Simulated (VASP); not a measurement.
A run of VASP 6.6.1:

The input INCAR:

```
SYSTEM = Ge8HS8
PREC = Accurate
ENCUT = 520
EDIFF = 1E-6
ISMEAR = 0
SIGMA = 0.02
LREAL = Auto
LASPH = .True.
NELM = 80
ALGO = Normal
ISIF = 2
LWAVE = .False.
LCHARG = .False.
GGA = PE
NBANDS = 94
```

KPOINTS

```
Automatic mesh
0
Gamma
  3 3 2
  0 0 0.5
```

POSCAR

```
Ge8HS8
1.0
    0.0000000000     -3.6648200634     -4.4582437440
    0.0000000000     -3.6648200634      4.4582437440
  -10.7854111416      0.0000000000      0.0000000000
Ge S H
8 8 1
Direct
    0.1893892802      0.5601045428      0.1347541583
    0.6915966253      0.0605420752      0.1267207139
    0.8285152995      0.4530084640      0.8733465861
    0.2940969331      0.9090328041      0.8732544246
    0.6917876341      0.5575408243      0.3761673938
    0.1924350461      0.0599858051      0.3756460414
    0.3153738859      0.4426704252      0.6155250748
    0.8076772208      0.9485255091      0.6282529160
    0.1249381208      0.6258829161      0.3556086968
    0.6229687812      0.1276331453      0.3507417520
    0.8866678907      0.3807812390      0.6516636137
    0.3741058174      0.8745950522      0.6530434406
    0.1244565348      0.1269629030      0.1527098947
    0.6232167284      0.6279472908      0.1530207776
    0.8692137811      0.8824995060      0.8509399298
    0.3917727458      0.3633254452      0.8387242620
    0.2851734412      0.5870546477      0.8811397058
```

Potentials or basis: VASP PAW PBE potentials, release 64 (Ge_d, S, H).

Launch:

```console
$ cat potpaw_PBE.64/Ge_d/POTCAR potpaw_PBE.64/S/POTCAR potpaw_PBE.64/H/POTCAR > POTCAR
$ mpirun -np 1 vasp_std > vasp.out
```

Hardware: 1 thread of AMD EPYC 9R45 96-Core Processor (Zen 5), with other jobs on the host.

How long does it take, and how much memory?

It took 6.6 min on 1 thread of AMD EPYC 9R45 96-Core Processor (Zen 5), on a shared host, peak memory 0.5 GiB. Counts: scf iterations 14, k points 9.
